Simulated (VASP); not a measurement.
Ge, 8 atoms in the cell. The cell holds a slab with vacuum, 8 atoms: a = 4.000 Å, b = 4.000 Å, c = 26.901 Å, α = 90.00°, β = 90.00°, γ = 90.00°. 

```yaml
Program: VASP 6.6.1
Task: single point
Functional: PBE
Potentials_or_basis: VASP PAW PBE potentials, release 64 (Ge_d)
Cutoff: 520 eV
k_mesh: 7 × 7 × 1
Occupations: gaussian, width 0.1 eV
Spin: no spin polarisation
Dipole_correction: yes
Further_INCAR_settings: ALGO = Normal; EDIFF = 1e-06; NBANDS = 66
```

Potentials or basis: VASP PAW PBE potentials, release 64 (Ge_d).

Run with:

```sh
$ cat potpaw_PBE.64/Ge_d/POTCAR > POTCAR
$ mpirun -np 1 vasp_std > vasp.out
```

Hardware: 1 thread of Intel Xeon 8259CL, on a shared host.

Task: How long does it take, and how much memory?

Result: Run time: 12 min on 1 thread of Intel Xeon 8259CL, with other jobs on the host, peak memory 0.58 GiB. Counts: scf iterations 27, k points 16.
